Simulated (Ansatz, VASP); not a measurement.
## NaF in VASP and in Ansatz

```
Na F
1.0
     6.65412    0.00000    0.00000
     0.00000    4.68104    0.00000
     0.00000    0.00000    3.32941
Na F
4 4
Cartesian
  4.9906 0.0000 1.6648
  0.0000 2.3405 0.0000
  1.6635 0.0000 1.6646
  3.3271 2.3405 0.0000
  4.9906 2.3405 1.6646
  0.0000 0.0000 0.0000
  1.6635 2.3405 1.6648
  3.3271 0.0000 0.0000
```

Alike in both runs: functional PBE; k mesh 4 × 4 × 6; occupations gaussian, width 0.1 eV; no spin polarisation.

Ansatz relaxed the structure, and its values are those at the end. VASP's run is a single point on that final structure, the one shown.

|  | VASP | Ansatz |
| --- | --- | --- |
| version | VASP 6.6.1 | Ansatz 0.2.0 |
| potentials or method | VASP PAW PBE potentials, release 64 (Na_pv, F), cutoff 520 eV | scalar-relativistic, plane waves, PAW |
| valence electrons in the cell | 56 | 64 |

|  | VASP | Ansatz | Ansatz less VASP |
| --- | --- | --- | --- |
| gap on the k mesh at the Fermi level (eV) | 6.08 | 6.10 | +0.016 |
| least direct gap on the mesh (eV) | 6.08 | 6.10 | +0.016 |
| pressure (GPa) | -0.1 | 0.1 | +0.15 |

With one functional, cell and mesh, what is left measures potentials, basis and numerics. VASP's potentials hold 56 valence electrons a cell and Ansatz's 64, so a difference there can come from the potentials and not from the codes.
